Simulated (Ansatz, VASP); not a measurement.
**Si2Sn5 in VASP and in Ansatz**

File INCAR:

```
SYSTEM = Si2Sn5
PREC     = Accurate       ! precision mode
ENCUT    = 500            ! plane-wave cutoff, eV
EDIFF    = 1E-6           ! SCF threshold, eV
ISMEAR   = 0              ! smearing method
SIGMA    = 0.1            ! smearing width, eV
LREAL    = .FALSE.        ! projectors in reciprocal space
LASPH    = .TRUE.         ! aspherical terms in the spheres
NELM     = 120            ! most SCF steps
ALGO     = Normal         ! electronic algorithm
ISIF     = 2              ! what is computed and relaxed
LWAVE    = .FALSE.        ! write WAVECAR
LCHARG   = .TRUE.         ! write CHGCAR
GGA      = PE             ! functional
LELF     = .TRUE.         ! ELF
LVHAR    = .TRUE.       
NBANDS   = 48             ! bands
GGA_COMPAT= .FALSE.
```

File KPOINTS:

```
Automatic mesh
0
G
  4 4 4
  0 0 0
```

File POSCAR:

```
Si2Sn5
1.0
   -4.0390887638      4.0390887638      2.6923539203
    4.0390887638     -4.0390887638      2.6923539203
    4.0390887638      4.0390887638     -2.6923539203
Si Sn
2 5
Direct
    0.5000000000      0.0000000000      0.5000000000
    0.0000000000      0.5000000000      0.5000000000
    0.6969831251      0.6969831251      0.3939662501
    0.3030168749      0.3030168749      0.6060337499
    0.6969831251      0.3030168749      0.0000000000
    0.3030168749      0.6969831251      0.0000000000
    0.0000000000      0.0000000000      0.0000000000
```

Input for Ansatz:

```yaml
crystal:
  lattice:
    - [-4.0390887638, 4.0390887638, 2.6923539203]
    - [4.0390887638, -4.0390887638, 2.6923539203]
    - [4.0390887638, 4.0390887638, -2.6923539203]
  atoms:
    - { symbol: Si, position: [0.5, 0.0, 0.5] }
    - { symbol: Si, position: [0.0, 0.5, 0.5] }
    - { symbol: Sn, position: [0.6969831251, 0.6969831251, 0.3939662501] }
    - { symbol: Sn, position: [0.3030168749, 0.3030168749, 0.6060337499] }
    - { symbol: Sn, position: [0.6969831251, 0.3030168749, 0.0] }
    - { symbol: Sn, position: [0.3030168749, 0.6969831251, 0.0] }
    - { symbol: Sn, position: [0.0, 0.0, 0.0] }
basis:
  ecutwfc: 420
kpoints:
  mp_grid: { grid: [4, 4, 4] }
hamiltonian:
  xc: pbe
scf:
  occupations: { method: gaussian, width: 0.1 }
  lower_state_search: "off"
output:
  forces: true
  stress: true
  eigenvalues: true
```

Change from the starting cell: the structure that the rattled cell fell into.

Alike in both runs: task single point; functional PBE; k mesh 4 × 4 × 4; occupations gaussian, width 0.1 eV; no spin polarisation.

|  | VASP | Ansatz |
| --- | --- | --- |
| version | VASP 6.6.1 | Ansatz 0.2.0 |
| potentials or method | VASP PAW PBE potentials, release 64 (Si, Sn_d), cutoff 500 eV | scalar-relativistic, plane waves, PAW |
| valence electrons in the cell | 78 | 78 |

```tsv
	VASP	Ansatz	Ansatz less VASP
gap on the k mesh at the Fermi level (eV)	none	none	-
pressure (GPa)	-0.4	-0.3	+0.08
traceless stress, the component that is largest in VASP (GPa)	-0.50	-0.50	+0.006
rms of the force components (eV/Å)	0.031	0.031	-0.0001
```

Atom by atom the forces differ by 0.000 eV/Å (rms over components). A gap of «none» marks a metal or a gap that the smearing closes.
